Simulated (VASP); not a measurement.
Input of a VASP 6.6.1 run:

Contents of INCAR:

```
SYSTEM = MgSi
  PREC = Accurate
  ENCUT = 600
  EDIFF = 1E-6
  ISMEAR = -1
  SIGMA = 0.05
  LREAL = .False.
  LASPH = .True.
  NELM = 60
  ALGO = Normal
  ISIF = 8
  LWAVE = .False.
  LCHARG = .False.
  GGA = CA
  IBRION = 2
  NSW = 80
  EDIFFG = -0.03
```

File KPOINTS:

```
Automatic mesh
0
Gamma
  8 8 6
  0 0 0
```

File POSCAR:

```
MgSi
1.0
    2.9083940000      0.0000000000      0.0000000000
    0.0000000000      2.9083940000      0.0000000000
    0.0000000000      0.0000000000      4.1034270000
Mg Si
1 1
Direct
    0.0000000000      0.0000000000      0.0000000000
    0.5000000000      0.5000000000      0.5000000000
```

Potentials or basis: VASP PAW LDA potentials, release 64 (Mg, Si).

Command:

```sh
$ cat potpaw_LDA.64/Mg/POTCAR potpaw_LDA.64/Si/POTCAR > POTCAR
$ mpirun -np 1 vasp_std > vasp.out
```

Task: Predict the relaxed cell.

Result: a = 2.848 Å, b = 2.848 Å, c = 4.018 Å, α = 90.00°, β = 90.00°, γ = 90.00°.

Task: Estimate the relaxed volume.

Result: 16.30 Å³/atom.

Stress tensor (GPa, compression positive):
```
 1.30  0.00  0.00
 0.00  1.30  0.00
 0.00  0.00 -2.26
```
